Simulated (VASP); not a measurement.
# B3N (P3m1) in VASP: single point with PBE

Aim: the single point of B3N with PBE.

Program: VASP 6.6.1. These are calculated values, not measurements. Logs are shortened: lines on timing, memory, paths and dates and some standing lists are left out, and cuts for length are marked.

## Step 1: The cell of the first run

Symmetry: P3m1, No. 156, trigonal system. The conventional cell has a = 3.551 Å, b = 3.551 Å, c = 3.450 Å, α = 90.00°, β = 90.00°, γ = 120.00°. B (site symmetry m) has 1 N at 1.50 Å and 4 B at 1.72 to 1.83 Å within 2.0 Å. Within 2.0 Å of N (site symmetry 3m) lie 3 B at 1.50 Å.

The cell was generated, and may not be a known phase.

## Step 2: Single point, PBE

Contents of INCAR:

```
PREC     = Accurate       # precision mode
ENCUT    = 520            # plane-wave cutoff, eV
EDIFF    = 1E-6           # SCF threshold, eV
ISMEAR   = 0              # smearing method
SIGMA    = 0.1            # smearing width, eV
LREAL    = F              # projectors in reciprocal space
LASPH    = T              # aspherical terms in the spheres
NELM     = 100            # most SCF steps
ALGO     = Normal         # electronic algorithm
ISIF     = 2              # what is computed and relaxed
LWAVE    = F              # write WAVECAR
LCHARG   = F              # write CHGCAR
GGA      = PE             # functional
NBANDS   = 15             # bands
```

Contents of KPOINTS:

```
Automatic mesh
0
Gamma
  6 6 6
```

Contents of POSCAR:

```
B3N
1.0
    3.5514059409      0.0000000000      0.0000000000
   -1.7757029705      3.0756077640      0.0000000000
    0.0000000000      0.0000000000      3.4495177461
B N
3 1
Direct
    0.8279482732      0.1720523259      0.7259689352
    0.3441040527      0.1720517268      0.7259689352
    0.8279476741      0.6558959473      0.7259689352
    0.0000000000      0.0000000000      0.4184898289
```

Potentials or basis: VASP PAW PBE potentials, release 64 (B, N).

Command:

```console
cat potpaw_PBE.64/B/POTCAR potpaw_PBE.64/N/POTCAR > POTCAR
mpirun -np 1 vasp_std > vasp.out
```

OUTCAR:

```text
PREC = Accurate
   ENCUT = 520
   EDIFF = 1E-6
   ISMEAR = 0
   LREAL = F
   LASPH = T
   NELM = 100
   ISIF = 2
   GGA = PE

 ion  position               nearest neighbor table
   1  0.828  0.172  0.726-   4 1.50   2 1.72   3 1.72   2 1.83   3 1.83
   2  0.344  0.172  0.726-   4 1.50   1 1.72   3 1.72   1 1.83   3 1.83
   3  0.828  0.656  0.726-   4 1.50   2 1.72   1 1.72   2 1.83   1 1.83
   4  0.000  0.000  0.418-   2 1.50   1 1.50   3 1.50

  LATTYP: Found a hexagonal cell.
 ALAT       =     3.5514059409
 C/A-ratio  =     0.9713104623

  Lattice vectors:

 A1 = (   3.5514059409,   0.0000000000,   0.0000000000)
 A2 = (  -1.7757029705,   3.0756077640,   0.0000000000)
 A3 = (   0.0000000000,   0.0000000000,   3.4495177461)

Analysis of symmetry for initial positions (statically):
=====================================================================
 Subroutine PRICEL returns:
 Original cell was already a primitive cell.

 Routine SETGRP: Setting up the symmetry group for a
 hexagonal supercell.

 Subroutine GETGRP returns: Found  6 space group operations
 (whereof  6 operations were pure point group operations)
 out of a pool of 24 trial point group operations.

The static configuration has the point symmetry C_3v.

Analysis of symmetry for dynamics (positions and initial velocities):
=====================================================================
 Subroutine PRICEL returns:
 Original cell was already a primitive cell.

 Routine SETGRP: Setting up the symmetry group for a
 hexagonal supercell.

 Subroutine GETGRP returns: Found  6 space group operations
 (whereof  6 operations were pure point group operations)
 out of a pool of 24 trial point group operations.

The dynamic configuration has the point symmetry C_3v.

 Subroutine INISYM returns: Found  6 space group operations
 (whereof  6 operations are pure point group operations),
 and found     1 'primitive' translations

----------------------------------------------------------------------------------------

                                     Primitive cell

  volume of cell :      37.6782

  direct lattice vectors                    reciprocal lattice vectors
     3.551405941  0.000000000  0.000000000     0.281578625  0.162569495  0.000000000
    -1.775702971  3.075607764  0.000000000     0.000000000  0.325138989  0.000000000
     0.000000000  0.000000000  3.449517746     0.000000000  0.000000000  0.289895595

  length of vectors
     3.551405941  3.551405941  3.449517746     0.325138989  0.325138989  0.289895595

  position of ions in fractional coordinates (direct lattice)
     0.827948273  0.172052326  0.725968935
     0.344104053  0.172051727  0.725968935
     0.827947674  0.655895947  0.725968935
     0.000000000  0.000000000  0.418489829

  ion indices of the primitive-cell ions
   primitive index   ion index
                 1           1
                 2           2
                 3           3
                 4           4

----------------------------------------------------------------------------------------

 KPOINTS: Automatic mesh

Automatic generation of k-mesh.
 Grid dimensions read from file:
 generate k-points for:    6    6    6

 Generating k-lattice:

  Cartesian coordinates                     Fractional coordinates (reciprocal lattice)
     0.046929771  0.027094916  0.000000000     0.166666667  0.000000000  0.000000000
     0.000000000  0.054189832  0.000000000     0.000000000  0.166666667  0.000000000
     0.000000000  0.000000000  0.048315933     0.000000000  0.000000000  0.166666667

  Length of vectors
     0.054189832  0.054189832  0.048315933

  Shift w.r.t. Gamma in fractional coordinates (k-lattice)
     0.000000000  0.000000000  0.000000000

 Subroutine IBZKPT returns following result:
 ===========================================

 Found     34 irreducible k-points:

 Following reciprocal coordinates:
            Coordinates               Weight
  0.000000  0.000000  0.000000      1.000000
  0.166667 -0.000000  0.000000      6.000000
  0.333333 -0.000000  0.000000      6.000000
  0.500000  0.000000  0.000000      3.000000
  0.166667  0.166667  0.000000      6.000000
  0.333333  0.166667  0.000000     12.000000
[... 16 lines left out ...]
  0.500000  0.000000  0.333333      6.000000
  0.166667  0.166667  0.333333     12.000000
 [... further k-points ...]
   k-points           NKPTS =     34   k-points in BZ     NKDIM =     34   number of bands    NBANDS=     15
   number of dos      NEDOS =    301   number of ions     NIONS =      4
   total plane-waves  NPLWV =  21952
   dimension x,y,z NGX =    28 NGY =   28 NGZ =   28
   dimension x,y,z NGXF=    56 NGYF=   56 NGZF=   56
   ions per type =               3   1
   NGX,Y,Z   is equivalent  to a cutoff of  13.11, 13.11, 13.49 a.u.
   NGXF,Y,Z  is equivalent  to a cutoff of  26.21, 26.21, 26.99 a.u.
 SYSTEM =  unknown system
   PREC   = accura    normal or accurate (medium, high low for compatibility)
   ISTART =      0    job   : 0-new  1-cont  2-samecut
   ICHARG =      2    charge: 1-file 2-atom 10-const
   ISPIN  =      1    spin polarized calculation?
   LNONCOLLINEAR =      F non collinear calculations
   LSORBIT =      F    spin-orbit coupling
   LASPH  =      T    aspherical Exc in radial PAW
   ENCUT  =  520.0 eV  38.22 Ry    6.18 a.u.   6.60  6.60  6.41*2*pi/ulx,y,z
   NELM   =    100;   NELMIN=  2; NELMDL= -5     # of ELM steps
   EDIFF  = 0.1E-05   stopping-criterion for ELM
   LREAL  =      F    real-space projection
   EDIFFG = 0.1E-04   stopping-criterion for IOM
   NSW    =      0    number of steps for IOM
   IBRION =     -1    ionic relax: 0-MD 1-quasi-New 2-CG
   NFREE  =      0    steps in history (QN), initial steepest desc. (CG)
   ISIF   =      2    stress and relaxation
   ISYM   =      2    0-nonsym 1-usesym 2-fastsym
   POTIM  = 0.5000    time-step for ionic-motion
   TEBEG  =    0.0;   TEEND  =   0.0 temperature during run
   PSTRESS=    0.0 pullay stress
   NELECT =      14.0000    total number of electrons
   NUPDOWN=      -1.0000    fix difference up-down
   EMIN   =  10.00;   EMAX   =-10.00  energy-range for DOS
   EFERMI =   0.00;   METHOD = LEGACY
   ISMEAR =     0;   SIGMA  =   0.10  broadening in eV -4-tet -1-fermi 0-gaus
   EFERMI_NEDOS =   21; number of points for ismear=-14 and -15
   IALGO  =     38    algorithm
   IMIX   =      4    mixing-type and parameters
     AMIX     =   0.40;   BMIX     =  1.00
     AMIX_MAG =   1.60;   BMIX_MAG =  1.00
  volume/ion in A,a.u.               =       9.42        63.57
  Fermi-wavevector in a.u.,A,eV,Ry     =   1.176940  2.224094 18.846621  1.385188
  Thomas-Fermi vector in A             =   2.313295
   LORBIT       =      0    0 simple, 1 ext, 2 COOP (PROOUT), +10 PAW based schemes
   GGA     = PE    functional components
   LHFCALC =     F    Hartree Fock is set to
   AEXX    =    0.0000 exact exchange contribution
   IVDW    =     0    specifies the selected vdW correction
   LEPSILON=     F    determine dielectric tensor
   LRPA    =     F    only Hartree local field effects (RPA)
 non-spin polarized calculation
 Gauss-broadening in eV      SIGMA  =   0.10
  energy-cutoff  :      520.00
  volume of cell :       37.68
 maximum number of plane-waves:      1033
 NGX is ok and might be reduce to    28
   NGX = 13   NGY = 13   NGZ = 13

 number of electron      13.9999999 magnetization

 Free energy of the ion-electron system (eV)
  ---------------------------------------------------
  ext. energy  EPLUGINS =         0.00000000
  ---------------------------------------------------
  free energy    TOTEN  =       -24.88792398 eV

  energy without entropy =      -24.87866723  energy(sigma->0) =      -24.88329561

 E-fermi :   3.3835     XC(G=0): -10.1867

 val. band max:        3.3803261820   @ k =   0.1667   0.1667   0.0000
 cond. band min:       3.4235883743   @ k =   0.3333  -0.0000   0.5000
 fundamental gap:      0.0432621924
 Fermi energy:         3.3835286534

 k-point     1 :       0.0000    0.0000    0.0000
  band No.  band energies     occupation
      1     -15.6217      2.00000
      2      -6.2947      2.00000
      3      -2.3282      2.00000
      4      -2.2439      2.00000
      5      -2.2439      2.00000
      6      -0.2015      2.00000
      7       2.6576      2.00000
      8       2.6576      2.00000
      9       9.0495      0.00000
     10       9.0495      0.00000
     11       9.1796      0.00000
     12      13.4243      0.00000
     13      14.3803      0.00000
     14      15.1142      0.00000
     15      15.1142      0.00000

 k-point     2 :       0.1667   -0.0000    0.0000
  band No.  band energies     occupation
      1     -15.5161      2.00000
      2      -6.5276      2.00000
      3      -2.5498      2.00000
      4      -2.4778      2.00000
      5      -2.1784      2.00000
      6      -0.1124      2.00000
      7       2.5788      2.00000
      8       3.1693      1.99755
      9       7.8516      0.00000
     10       9.0503      0.00000
     11      10.7805      0.00000
     12      12.9114      0.00000
     13      14.9746      0.00000
     14      15.1951      0.00000
     15      16.0198      0.00000

 k-point     3 :       0.3333   -0.0000    0.0000
  band No.  band energies     occupation
      1     -15.2887      2.00000
      2      -7.0455      2.00000
      3      -2.9048      2.00000
      4      -2.8614      2.00000
      5      -1.9858      2.00000
      6       0.1647      2.00000
      7       2.1663      2.00000
      8       4.1308      0.00000
      9       7.1796      0.00000
     10       9.3396      0.00000
     11      11.9442      0.00000
     12      13.3423      0.00000
     13      14.0032      0.00000
     14      16.2829      0.00000
     15      16.4809      0.00000

 k-point     4 :       0.5000    0.0000    0.0000
  band No.  band energies     occupation
      1     -15.1652      2.00000
      2      -7.3250      2.00000
      3      -3.0589      2.00000
      4      -3.0248      2.00000
      5      -1.8757      2.00000
      6       0.7007      2.00000
      7       1.4325      2.00000
      8       4.5788      0.00000
      9       7.2056      0.00000
     10       9.8432      0.00000
     11      12.2327      0.00000
     12      12.9385      0.00000
     13      13.7264      0.00000
     14      15.3777      0.00000
     15      16.9864      0.00000
[... 307 lines left out ...]
 k-point    22 :       0.0000    0.3333    0.3333
  band No.  band energies     occupation
      1     -15.0708      2.00000
      2      -6.7347      2.00000
      3      -4.8123      2.00000
      4      -2.6007      2.00000
      5      -2.5988      2.00000
      6       0.6936      2.00000
      7       3.5218      0.05049
      8       4.2782      0.00000
      9       7.0490      0.00000
     10       9.0124      0.00000
     11      10.9345      0.00000
     12      13.8844      0.00000
     13      14.8035      0.00000
     14      15.8596      0.00000
     15      17.4743      0.00000

 k-point    23 :       0.5000    0.0000    0.3333
  band No.  band energies     occupation
      1     -14.9591      2.00000
      2      -6.8935      2.00000
      3      -4.6693      2.00000
      4      -2.7650      2.00000
      5      -2.7581      2.00000
      6       0.0613      2.00000
      7       3.7986      0.00000
      8       4.3012      0.00000
      9       7.6740      0.00000
     10       9.4762      0.00000
     11      10.6695      0.00000
     12      14.1234      0.00000
     13      14.2451      0.00000
     14      16.8053      0.00000
     15      17.2194      0.00000

 k-point    24 :       0.1667    0.1667    0.3333
  band No.  band energies     occupation
      1     -15.1248      2.00000
      2      -6.6695      2.00000
      3      -4.7628      2.00000
      4      -3.1335      2.00000
      5      -2.0364      2.00000
      6       1.4121      2.00000
      7       2.9127      2.00000
      8       4.2376      0.00000
      9       7.2437      0.00000
     10       8.1889      0.00000
     11      11.7381      0.00000
     12      12.7669      0.00000
     13      15.1345      0.00000
     14      16.1256      0.00000
     15      17.3661      0.00000

 [... further k-points ...]
[... 5 lines left out ...]
  --------------------------------------------------------------------------------------
  -------------------------------------------------------------------------------------
  Total        0.0371720      0.0371720      0.0584473     -0.0000000     -0.0000000      0.0000000
  in kB        1.5806561      1.5806561      2.4853368     -0.0000000     -0.0000000      0.0000000
  external PRESSURE =       1.8822163 kB  Pullay stress =       0.0000000 kB

 VOLUME and BASIS-vectors are now :
 -----------------------------------------------------------------------------
  energy-cutoff  :      520.00
  volume of cell :       37.68
      direct lattice vectors                 reciprocal lattice vectors
     3.551405941  0.000000000  0.000000000     0.281578625  0.162569495  0.000000000
    -1.775702971  3.075607764  0.000000000     0.000000000  0.325138989  0.000000000
     0.000000000  0.000000000  3.449517746     0.000000000  0.000000000  0.289895595

 POSITION                                       TOTAL-FORCE (eV/Angst)
 -----------------------------------------------------------------------------------
      2.63487      0.52917      2.50424        -0.033474      0.019326      0.024219
      0.91654      0.52916      2.50424         0.033474      0.019326      0.024219
      1.77570      2.01728      2.50424         0.000000     -0.038652      0.024219
      0.00000      0.00000      1.44359         0.000000      0.000000     -0.072658
 -----------------------------------------------------------------------------------
    total drift:                                0.000000      0.000000      0.000116

  FREE ENERGIE OF THE ION-ELECTRON SYSTEM (eV)
  ---------------------------------------------------
  free  energy   TOTEN  =       -24.8879239834 eV

  energy  without entropy=      -24.8786672273  energy(sigma->0) =      -24.88329561
```

Run time: 9.8 s. Hardware: 1 thread of Intel Xeon 6975P-C (Granite Rapids), shared host; peak memory 0.15 GiB.

Results:

| Item | Value |
| --- | --- |
| Free energy | -24.8879 eV |
| Pressure | 0.2 GPa |
| Largest force | 0.073 eV/Å |
| Band gap on the k mesh | zero (bands 7 and 8 overlap by 1.14 eV) |

Forces in eV/Å, atoms in the order of the input:
```
B   -0.033  0.019  0.024
B    0.033  0.019  0.024
B    0.000 -0.039  0.024
N    0.000  0.000 -0.073
```

Levels at points of the mesh, in eV from the Fermi level:
| k point | band 5 | band 6 | band 7 | band 8 | band 9 | band 10 |
| --- | --- | --- | --- | --- | --- | --- |
| (0.00, 0.00, 0.00) | -5.63 | -3.59 | -0.73 | -0.73 | 5.67 | 5.67 |
| (0.50, 0.00, 0.00) | -5.26 | -2.68 | -1.95 | 1.20 | 3.82 | 6.46 |
| (0.00, 0.00, 0.50) | -5.41 | -0.58 | -0.58 | 0.22 | 4.57 | 4.57 |
| (0.50, 0.00, 0.50) | -6.04 | -3.60 | 0.15 | 1.67 | 4.56 | 6.05 |

The gap in the log of VASP goes by the Fermi energy; the results here count the filled bands.